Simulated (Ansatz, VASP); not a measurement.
## Ta: VASP beside Ansatz

```
CELL_PARAMETERS angstrom
2.95113 0.00000 0.00000
-1.47556 2.46784 0.00000
0.00000 0.00000 5.16627
ATOMIC_POSITIONS crystal
Ta 0.66667 0.33333 0.75000
Ta 0.33333 0.66667 0.25000
```

Change from the starting cell: strain +0.0175 x Voigt [1, -1, 0, 0, 0, 0], atoms carried along.

Alike in both runs: task single point; functional PBEsol; k mesh 18 × 18 × 10; occupations gaussian, width 0.15 eV; no spin polarisation.

```csv
,VASP,Ansatz
version,VASP 6.6.1,Ansatz 0.2.0
potentials or method,"VASP PAW PBE potentials, release 64 (Ta_pv), cutoff 520 eV","scalar-relativistic, plane waves, PAW"
valence electrons in the cell,22,26
```

```tsv
	VASP	Ansatz	Ansatz less VASP
gap on the k mesh at the Fermi level (eV)	none	none	-
pressure (GPa)	-6.9	-7.0	-0.08
traceless stress, the component that is largest in VASP (GPa)	1.13	1.13	-0.006
rms of the force components (eV/Å)	0.091	0.091	+0.0005
```

VASP's potentials were made for PBE, not for PBEsol. Atom by atom the forces differ by 0.000 eV/Å (rms over components). A gap of «none» marks a metal or a gap that the smearing closes. The functional is the same, so the differences come from potentials, cutoffs and numerics. VASP's potentials hold 22 valence electrons a cell and Ansatz's 26, so a difference there can come from the potentials and not from the codes.

Neither program's run includes spin-orbit coupling.
